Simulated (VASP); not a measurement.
# SiC (e600) (Imm2) in VASP: notebook

SiC (e600) is run at these levels: PBEsol; tasks: single point.

All numbers are computed with VASP 6.6.1; they aren't measurements. Logs are shortened: lines on timing, memory, paths and dates and some standing lists are left out, and cuts for length are marked.

## (1) The cell of the first run

Symmetry: Imm2, No. 44, orthorhombic system. Conventional cell: a = 3.084 Å, b = 3.112 Å, c = 4.346 Å, α = 90.00°, β = 90.00°, γ = 90.00°. Si (site symmetry mm2) has 4 C at 1.89 to 1.90 Å within 2.5 Å. C (site symmetry mm2) has 4 Si at 1.89 to 1.90 Å within 2.5 Å.

## (2) Single point, PBEsol (strained cell)

Contents of INCAR:

```
SYSTEM = SiC
PREC = Accurate
ENCUT = 600
EDIFF = 1E-6
ISMEAR = 0
SIGMA = 0.02
LREAL = .FALSE.
LASPH = .TRUE.
NELM = 120
ALGO = Normal
ISIF = 2
LWAVE = .FALSE.
LCHARG = .FALSE.
GGA = PS
NBANDS = 11
GGA_COMPAT = .FALSE.
```

Contents of KPOINTS:

```
regular mesh
0
G
  10 10 10
  0 0 0
```

Contents of POSCAR:

```
SiC
1.0
    0.0098644269      2.1903777913      2.1728130176
    2.1903777913      0.0098644269      2.1728130176
    2.2002422182      2.2002422182      0.0000000000
Si C
1 1
Direct
    0.0004456181      0.0004456181     -0.0004456181
    0.2495543819      0.2495543819      0.2504456181
```

Potentials or basis: VASP PAW PBE potentials, release 64 (Si, C).

Command:

```
$ cat potpaw_PBE.64/Si/POTCAR potpaw_PBE.64/C/POTCAR > POTCAR
$ mpirun -np 1 vasp_std > vasp.out
```

OUTCAR:

```text
SYSTEM = SiC
   PREC = Accurate
   ENCUT = 600
   EDIFF = 1E-6
   ISMEAR = 0
   LREAL = .FALSE.
   LASPH = .TRUE.
   NELM = 120
   ISIF = 2
   GGA = PS

 ion  position               nearest neighbor table
   1  0.000  0.000  1.000-   2 1.89   2 1.89   2 1.90   2 1.90
   2  0.250  0.250  0.250-   1 1.89   1 1.89   1 1.90   1 1.90

  LATTYP: Found a body centered orthorhombic cell.
 ALAT       =     3.0837115729
 B/A-ratio  =     1.0090478023
 C/A-ratio  =     1.4092193555

  Lattice vectors:

 A1 = (   2.1903777913,   0.0098644269,  -2.1728130176)
 A2 = (  -2.1903777913,  -0.0098644269,  -2.1728130176)
 A3 = (   0.0098644269,   2.1903777913,   2.1728130176)

Analysis of symmetry for initial positions (statically):
=====================================================================
 Subroutine PRICEL returns:
 Original cell was already a primitive cell.

 Routine SETGRP: Setting up the symmetry group for a
 body centered orthorhombic supercell.

 Subroutine GETGRP returns: Found  4 space group operations
 (whereof  4 operations were pure point group operations)
 out of a pool of  8 trial point group operations.

The static configuration has the point symmetry C_2v.

Analysis of symmetry for dynamics (positions and initial velocities):
=====================================================================
 Subroutine PRICEL returns:
 Original cell was already a primitive cell.

 Routine SETGRP: Setting up the symmetry group for a
 body centered orthorhombic supercell.

 Subroutine GETGRP returns: Found  4 space group operations
 (whereof  4 operations were pure point group operations)
 out of a pool of  8 trial point group operations.

The dynamic configuration has the point symmetry C_2v.

 Subroutine INISYM returns: Found  4 space group operations
 (whereof  4 operations are pure point group operations),
 and found     1 'primitive' translations

----------------------------------------------------------------------------------------

                                     Primitive cell

  volume of cell :      20.8488

  direct lattice vectors                    reciprocal lattice vectors
     0.009864427  2.190377791  2.172813018    -0.229303800  0.229303800  0.230116442
     2.190377791  0.009864427  2.172813018     0.229303800 -0.229303800  0.230116442
     2.200242218  2.200242218  0.000000000     0.227247707  0.227247707 -0.230116442

  length of vectors
     3.085282578  3.085282578  3.111612385     0.397635564  0.397635564  0.395267780

  position of ions in fractional coordinates (direct lattice)
     0.000445618  0.000445618  0.999554382
     0.249554382  0.249554382  0.250445618

  ion indices of the primitive-cell ions
   primitive index   ion index
                 1           1
                 2           2

----------------------------------------------------------------------------------------

 KPOINTS: regular mesh

Automatic generation of k-mesh.
 Grid dimensions read from file:
 generate k-points for:   10   10   10

 Generating k-lattice:

  Cartesian coordinates                     Fractional coordinates (reciprocal lattice)
    -0.022930380  0.022930380  0.023011644     0.100000000  0.000000000  0.000000000
     0.022930380 -0.022930380  0.023011644     0.000000000  0.100000000  0.000000000
     0.022724771  0.022724771 -0.023011644     0.000000000  0.000000000  0.100000000

  Length of vectors
     0.039763556  0.039763556  0.039526778

  Shift w.r.t. Gamma in fractional coordinates (k-lattice)
     0.000000000  0.000000000  0.000000000

 Subroutine IBZKPT returns following result:
 ===========================================

 Found    171 irreducible k-points:

 Following reciprocal coordinates:
            Coordinates               Weight
  0.000000  0.000000  0.000000      1.000000
  0.100000 -0.000000  0.000000      4.000000
  0.200000 -0.000000  0.000000      4.000000
  0.300000 -0.000000  0.000000      4.000000
  0.400000 -0.000000  0.000000      4.000000
  0.500000 -0.000000  0.000000      2.000000
[... 16 lines left out ...]
  0.300000  0.300000  0.000000      2.000000
  0.400000  0.300000  0.000000      4.000000
 [... further k-points ...]
   k-points           NKPTS =    171   k-points in BZ     NKDIM =    171   number of bands    NBANDS=     11
   number of dos      NEDOS =    301   number of ions     NIONS =      2
   total plane-waves  NPLWV =  21952
   dimension x,y,z NGX =    28 NGY =   28 NGZ =   28
   dimension x,y,z NGXF=    56 NGYF=   56 NGZF=   56
   ions per type =               1   1
   NGX,Y,Z   is equivalent  to a cutoff of  15.09, 15.09, 14.96 a.u.
   NGXF,Y,Z  is equivalent  to a cutoff of  30.17, 30.17, 29.92 a.u.
 SYSTEM =  SiC
   PREC   = accura    normal or accurate (medium, high low for compatibility)
   ISTART =      0    job   : 0-new  1-cont  2-samecut
   ICHARG =      2    charge: 1-file 2-atom 10-const
   ISPIN  =      1    spin polarized calculation?
   LNONCOLLINEAR =      F non collinear calculations
   LSORBIT =      F    spin-orbit coupling
   LASPH  =      T    aspherical Exc in radial PAW
   ENCUT  =  600.0 eV  44.10 Ry    6.64 a.u.   6.16  6.16  6.21*2*pi/ulx,y,z
   NELM   =    120;   NELMIN=  2; NELMDL= -5     # of ELM steps
   EDIFF  = 0.1E-05   stopping-criterion for ELM
   LREAL  =      F    real-space projection
   EDIFFG = 0.1E-04   stopping-criterion for IOM
   NSW    =      0    number of steps for IOM
   IBRION =     -1    ionic relax: 0-MD 1-quasi-New 2-CG
   NFREE  =      0    steps in history (QN), initial steepest desc. (CG)
   ISIF   =      2    stress and relaxation
   ISYM   =      2    0-nonsym 1-usesym 2-fastsym
   POTIM  = 0.5000    time-step for ionic-motion
   TEBEG  =    0.0;   TEEND  =   0.0 temperature during run
   PSTRESS=    0.0 pullay stress
   NELECT =       8.0000    total number of electrons
   NUPDOWN=      -1.0000    fix difference up-down
   EMIN   =  10.00;   EMAX   =-10.00  energy-range for DOS
   EFERMI =   0.00;   METHOD = LEGACY
   ISMEAR =     0;   SIGMA  =   0.02  broadening in eV -4-tet -1-fermi 0-gaus
   EFERMI_NEDOS =   21; number of points for ismear=-14 and -15
   IALGO  =     38    algorithm
   IMIX   =      4    mixing-type and parameters
     AMIX     =   0.40;   BMIX     =  1.00
     AMIX_MAG =   1.60;   BMIX_MAG =  1.00
  volume/ion in A,a.u.               =      10.42        70.35
  Fermi-wavevector in a.u.,A,eV,Ry     =   1.189627  2.248070 19.255147  1.415213
  Thomas-Fermi vector in A             =   2.325730
   LORBIT       =      0    0 simple, 1 ext, 2 COOP (PROOUT), +10 PAW based schemes
   GGA     = PS    functional components
   LHFCALC =     F    Hartree Fock is set to
   AEXX    =    0.0000 exact exchange contribution
   IVDW    =     0    specifies the selected vdW correction
   LEPSILON=     F    determine dielectric tensor
   LRPA    =     F    only Hartree local field effects (RPA)
 non-spin polarized calculation
 Gauss-broadening in eV      SIGMA  =   0.02
  energy-cutoff  :      600.00
  volume of cell :       20.85
 maximum number of plane-waves:       713
 NGX is ok and might be reduce to    28
   NGX = 13   NGY = 13   NGZ = 13

 number of electron       8.0000000 magnetization

 Free energy of the ion-electron system (eV)
  ---------------------------------------------------
  ext. energy  EPLUGINS =         0.00000000
  ---------------------------------------------------
  free energy    TOTEN  =       -15.91352442 eV

  energy without entropy =      -15.91352442  energy(sigma->0) =      -15.91352442

 E-fermi :   8.1831     XC(G=0): -11.4725

 val. band max:        8.0067482598   @ k =   0.0000   0.0000   0.0000
 cond. band min:       9.1601684502   @ k =   0.5000   0.5000   0.0000
 fundamental gap:      1.1534201904
 Fermi energy:         8.1831457569

 k-point     1 :       0.0000    0.0000    0.0000
  band No.  band energies     occupation
      1      -7.3933      2.00000
      2       7.9111      2.00000
      3       7.9974      2.00000
      4       8.0067      2.00000
      5      14.0522      0.00000
      6      15.0760      0.00000
      7      15.1676      0.00000
      8      15.2651      0.00000
      9      22.2638      0.00000
     10      22.5024      0.00000
     11      24.1182      0.00000

 k-point     2 :       0.1000   -0.0000    0.0000
  band No.  band energies     occupation
      1      -7.1970      2.00000
      2       6.9941      2.00000
      3       7.7718      2.00000
      4       7.8689      2.00000
      5      14.2692      0.00000
      6      15.3224      0.00000
      7      15.4306      0.00000
      8      15.5404      0.00000
      9      21.2853      0.00000
     10      21.5102      0.00000
     11      23.9636      0.00000

 k-point     3 :       0.2000   -0.0000    0.0000
  band No.  band energies     occupation
      1      -6.6164      2.00000
      2       4.8752      2.00000
      3       7.4538      2.00000
      4       7.5604      2.00000
      5      13.9819      0.00000
      6      15.6753      0.00000
      7      15.8095      0.00000
      8      16.6776      0.00000
      9      20.6256      0.00000
     10      20.8126      0.00000
     11      23.0826      0.00000

 k-point     4 :       0.3000   -0.0000    0.0000
  band No.  band energies     occupation
      1      -5.6860      2.00000
      2       2.5571      2.00000
      3       7.1283      2.00000
      4       7.2442      2.00000
      5      13.5689      0.00000
      6      15.5129      0.00000
      7      15.6856      0.00000
      8      17.5932      0.00000
      9      21.4793      0.00000
     10      21.6107      0.00000
     11      22.8240      0.00000
[... 239 lines left out ...]
 k-point    22 :      -0.2000    0.2000    0.0000
  band No.  band energies     occupation
      1      -5.3774      2.00000
      2       3.2024      2.00000
      3       4.7993      2.00000
      4       7.2376      2.00000
      5      14.3019      0.00000
      6      15.7476      0.00000
      7      16.1422      0.00000
      8      17.0476      0.00000
      9      19.2541      0.00000
     10      23.2250      0.00000
     11      27.1391      0.00000

 k-point    23 :       0.3000    0.3000    0.0000
  band No.  band energies     occupation
      1      -5.1012      2.00000
      2       3.6690      2.00000
      3       5.4799      2.00000
      4       5.6262      2.00000
      5      10.9990      0.00000
      6      13.3838      0.00000
      7      19.3346      0.00000
      8      19.3754      0.00000
      9      20.3018      0.00000
     10      24.8652      0.00000
     11      29.4477      0.00000

 k-point    24 :       0.4000    0.3000    0.0000
  band No.  band energies     occupation
      1      -4.2239      2.00000
      2       2.4491      2.00000
      3       4.8306      2.00000
      4       5.2119      2.00000
      5      10.6622      0.00000
      6      13.4138      0.00000
      7      19.4651      0.00000
      8      19.7212      0.00000
      9      21.6111      0.00000
     10      25.8598      0.00000
     11      29.0719      0.00000

 [... further k-points ...]
[... 5 lines left out ...]
  --------------------------------------------------------------------------------------
  -------------------------------------------------------------------------------------
  Total       -0.2943986     -0.2943986     -0.0372638     -0.2805133      0.0000000      0.0000000
  in kB      -22.6237585    -22.6237585     -2.8636223    -21.5567069      0.0000000      0.0000000
  external PRESSURE =     -16.0370464 kB  Pullay stress =       0.0000000 kB

 VOLUME and BASIS-vectors are now :
 -----------------------------------------------------------------------------
  energy-cutoff  :      600.00
  volume of cell :       20.85
      direct lattice vectors                 reciprocal lattice vectors
     0.009864427  2.190377791  2.172813018    -0.229303800  0.229303800  0.230116442
     2.190377791  0.009864427  2.172813018     0.229303800 -0.229303800  0.230116442
     2.200242218  2.200242218  0.000000000     0.227247707  0.227247707 -0.230116442

 POSITION                                       TOTAL-FORCE (eV/Angst)
 -----------------------------------------------------------------------------------
      2.20024      2.20024      0.00194        -0.000000     -0.000000      0.000808
      1.10012      1.10012      1.08447         0.000000      0.000000     -0.000808
 -----------------------------------------------------------------------------------
    total drift:                               -0.000000     -0.000000     -0.000028

  FREE ENERGIE OF THE ION-ELECTRON SYSTEM (eV)
  ---------------------------------------------------
  free  energy   TOTEN  =       -15.9135244249 eV

  energy  without entropy=      -15.9135244249  energy(sigma->0) =      -15.91352442
```

Wall time 30 s (1 thread of Intel Xeon 6975P-C, shared host); peak memory 0.18 GiB.

What came out:

```yaml
Free_energy: -15.9135 eV
Pressure: -1.6 GPa
Band_gap_on_the_k_mesh: 1.15 eV, indirect (least direct gap 4.36 eV)
```

Stress tensor (GPa, compression positive):
```
-2.26 -2.16  0.00
-2.16 -2.26  0.00
 0.00  0.00 -0.29
```

Levels at points of the mesh, in eV from the valence-band top:
```tsv
k point	band 1	band 2	band 3	band 4	band 5	band 6	band 7	band 8	band 9
(0.00, 0.00, 0.00)	-15.40	-0.10	-0.01	0.00	6.05	7.07	7.16	7.26	14.26
(0.50, 0.00, 0.00)	-11.79	-8.58	-1.18	-1.06	5.20	6.94	7.14	9.82	15.90
(0.50, 0.50, 0.00)	-10.33	-7.78	-3.37	-3.21	1.15	4.05	13.80	13.82	14.63
(0.00, 0.00, 0.50)	-11.86	-8.61	-1.09	-1.03	5.33	7.09	7.14	9.86	15.85
(0.50, 0.00, 0.50)	-10.39	-7.88	-3.21	-3.19	1.23	4.19	13.70	13.96	14.52
```

Caveat: the cell differs from its parent crystal (strained cell); the PAW data sets were made with another functional, which shifts forces and pressure a little.

## (3) Single point, PBEsol (strained cell)

Contents of INCAR:

```
  PREC = Accurate
  ENCUT = 600
  EDIFF = 1E-6
  ISMEAR = 0
  SIGMA = 0.02
  LREAL = False
  LASPH = True
  NELM = 120
  ALGO = Normal
  ISIF = 2
  LWAVE = False
  LCHARG = True
  GGA = PS
  LELF = True
  LVHAR = True
  NBANDS = 11
  GGA_COMPAT = False
```

Contents of KPOINTS:

```
regular mesh
0
Gamma
  10 10 10
```

Contents of POSCAR:

```
SiC
1.0
    0.0102556683      2.1899865498      2.1701618403
    2.1899865498      0.0102556683      2.1701618403
    2.2002422182      2.2002422182      0.0000000001
Si C
1 1
Direct
    0.0004679614      0.0004679614     -0.0004679614
    0.2495320386      0.2495320386      0.2504679614
```

Potentials or basis: VASP PAW PBE potentials, release 64 (Si, C).

Command:

```
$ cat potpaw_PBE.64/Si/POTCAR potpaw_PBE.64/C/POTCAR > POTCAR
$ mpirun -np 1 vasp_std > vasp.out
```

Run time: 41 s. Hardware: 1 thread of Intel Xeon 6975P-C, shared host; peak memory 0.18 GiB.

It converged, with:

- Free energy: -15.9135 eV
- Pressure: -1.3 GPa
- Band gap on the k mesh: 1.14 eV, indirect (least direct gap 4.36 eV)

Stress tensor (GPa, compression positive):
```
-2.01 -2.24  0.00
-2.24 -2.01  0.00
 0.00  0.00  0.22
```

Levels at points of the mesh, in eV from the valence-band top:
```csv
k point,band 1,band 2,band 3,band 4,band 5,band 6,band 7,band 8
"(0.00, 0.00, 0.00)",-15.42,-0.10,-0.01,0.00,6.06,7.07,7.17,7.27
"(0.50, 0.00, 0.00)",-11.80,-8.59,-1.19,-1.06,5.20,6.93,7.15,9.83
"(0.50, 0.50, 0.00)",-10.33,-7.78,-3.38,-3.22,1.14,4.04,13.81,13.83
"(0.00, 0.00, 0.50)",-11.87,-8.62,-1.10,-1.03,5.34,7.09,7.15,9.86
"(0.50, 0.00, 0.50)",-10.40,-7.89,-3.21,-3.20,1.23,4.19,13.70,14.00
```

Caveat: the cell differs from its parent crystal (strained cell); the PAW data sets were made with another functional, which shifts forces and pressure a little. A k mesh can miss the band edges.
